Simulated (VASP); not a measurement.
Sn:

```
Sn
1.0
    -1.76040    1.81037    2.38420
     1.76040   -1.81037    2.38420
     1.76040    1.81037   -2.38420
Sn
1
Cartesian
  0.0000 0.0000 0.0000
```

Base run:

```yaml
Program: VASP 6.6.1
Functional: PBEsol
Potentials_or_basis: VASP PAW PBE potentials, release 64 (Sn_d)
Cutoff: 520 eV
k_mesh: 11 × 11 × 11
Occupations: fermi-dirac, width 0.05 eV
Spin: no spin polarisation
```

Its results: band gap on the k mesh zero (bands 7 and 8 overlap by 8.20 eV); pressure -5.6 GPa.

Question: The run is repeated on the same cell with these changes: functional from PBEsol to HSE06; k mesh from 11 × 11 × 11 to 6 × 6 × 6. What comes out?

Answer: Band gap on the k mesh zero (bands 7 and 8 overlap by 9.39 eV); pressure -3.5 GPa.

Several settings changed at once.

Caveats: some runs use coarse meshes; the PAW data sets were made with another functional, which shifts forces and pressure a little; spin-orbit coupling is left out, which moves the levels of the heavy elements; the cell stands under tension (at least some runs).
